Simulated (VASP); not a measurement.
A run of VASP 6.6.1:

Contents of INCAR:

```
SYSTEM = TlPd3
  ALGO = Normal
  EDIFF = 1E-8
  ENCUT = 520
  GGA = PS
  ISIF = 2
  ISMEAR = -1
  LASPH = .True.
  LCHARG = .False.
  LEFG = .True.
  LREAL = .False.
  LWAVE = .False.
  NBANDS = 30
  NELM = 80
  PREC = Accurate
  SIGMA = 0.08
```

File KPOINTS:

```
k-points
0
Gamma
  12 12 12
  0 0 0
```

The input POSCAR:

```
TlPd3
1.0
   -2.0730000000      2.0730000000      3.6735300000
    2.0730000000     -2.0730000000      3.6735300000
    2.0730000000      2.0730000000     -3.6735300000
Tl Pd
1 3
Direct
    0.0000000000      0.0000000000      0.0000000000
    0.7500000000      0.2500000000      0.5000000000
    0.2500000000      0.7500000000      0.5000000000
    0.5000000000      0.5000000000      0.0000000000
```

Potentials or basis: VASP PAW PBE potentials, release 64 (Tl_d, Pd).

Launch:

```console
$ cat potpaw_PBE.64/Tl_d/POTCAR potpaw_PBE.64/Pd/POTCAR > POTCAR
$ mpirun -np 1 vasp_std > vasp.out
```

Hardware: 1 thread of Intel(R) Xeon(R) Platinum 8259CL CPU @ 2.50GHz (Skylake/Cascade Lake) (shared host).

Task: How long does it take, and how much memory?

Result: Wall time 4.9 min on 1 thread of Intel(R) Xeon(R) Platinum 8259CL CPU @ 2.50GHz (Skylake/Cascade Lake) (shared host), peak memory 0.4 GiB. Counts: scf iterations 16, k points 163.
